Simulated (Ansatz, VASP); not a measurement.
Two plane-wave programs on H

```xyz
4
Lattice="2.6235 -2.5669 0.0000 2.6235 2.5669 0.0000 0.0000 0.0000 4.1418" Properties=species:S:1:pos:R:3 pbc="T T T"
H     2.4735   -2.3271    0.1338
H     2.6235    0.2398    1.7872
H     2.6235   -0.2398    2.3547
H     2.6235    2.3271    3.8581
```

Alike in both runs: task single point; functional LDA; k mesh 6 × 6 × 6; occupations gaussian, width 0.05 eV; no spin polarisation.

```csv
,VASP,Ansatz
version,VASP 6.6.1,Ansatz 0.2.0
potentials or method,"VASP PAW LDA potentials, release 64 (H), cutoff 520 eV","scalar-relativistic, plane waves, PAW"
valence electrons in the cell,4,4
```

|  | VASP | Ansatz | Ansatz less VASP |
| --- | --- | --- | --- |
| gap on the k mesh at the Fermi level (eV) | 8.86 | 8.86 | +0.006 |
| least direct gap on the mesh (eV) | 9.26 | 9.26 | +0.005 |
| pressure (GPa) | 3.3 | 3.5 | +0.14 |
| traceless stress, the component that is largest in VASP (GPa) | 3.84 | 3.80 | -0.031 |
| rms of the force components (eV/Å) | 2.252 | 2.234 | -0.0174 |

LDA's correlation is that of Perdew and Zunger in VASP and of Perdew and Wang (1992) in Ansatz. Atom by atom the forces differ by 0.017 eV/Å (rms over components).
